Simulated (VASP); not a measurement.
Wanted: the native input for a VASP 6.6.1 run.

| Item | Value |
| --- | --- |
| Task | single point |
| Functional | PBE |
| Potentials or basis | VASP PAW PBE potentials, release 64 (Hg, Te) |
| Cutoff | 520 eV |
| k mesh | 6 × 6 × 6 |
| Occupations | fermi-dirac, width 0.02 eV |
| Spin | no spin polarisation |
| Dipole correction | no |
| Further INCAR settings | ALGO = Normal; EDIFF = 1e-06; NBANDS = 16 |

The structure of HgTe lies in POSCAR:

```
HgTe
1.0
    0.0000000000      3.0204014051      3.0204014051
    3.0204014051      0.0000000000      3.0204014051
    3.0204014051      3.0204014051      0.0000000000
Hg Te
1 1
Direct
    0.0000000000      0.0000000000      0.0000000000
    0.5000000000      0.5000000000      0.5000000000
```

These files were run (other wordings do the same):

INCAR

```
PREC = Accurate ; ENCUT = 520
EDIFF = 1E-6 ; ISMEAR = -1
SIGMA = 0.02 ; LREAL = F
LASPH = T ; NELM = 100
ALGO = Normal ; ISIF = 2
LWAVE = F ; LCHARG = F
GGA = PE ; NBANDS = 16
```

KPOINTS

```
regular mesh
0
Gamma
  6 6 6
```

Potentials or basis: VASP PAW PBE potentials, release 64 (Hg, Te).

Launch:

```sh
$ cat potpaw_PBE.64/Hg/POTCAR potpaw_PBE.64/Te/POTCAR > POTCAR
$ mpirun -np 1 vasp_std > vasp.out
```

Results of the run:

```yaml
Pressure: 2.7 GPa
Band_gap_on_the_k_mesh: zero (band 9 reaches 5.02 eV, above the bottom of band 10 at 2.34 eV)
```

Caveat: spin-orbit coupling is left out, which moves the levels of the heavy elements.

Wall time 13 s on 1 thread of AMD EPYC 7R43 64-Core Processor (Zen 3), on a shared host, peak memory 0.14 GiB.
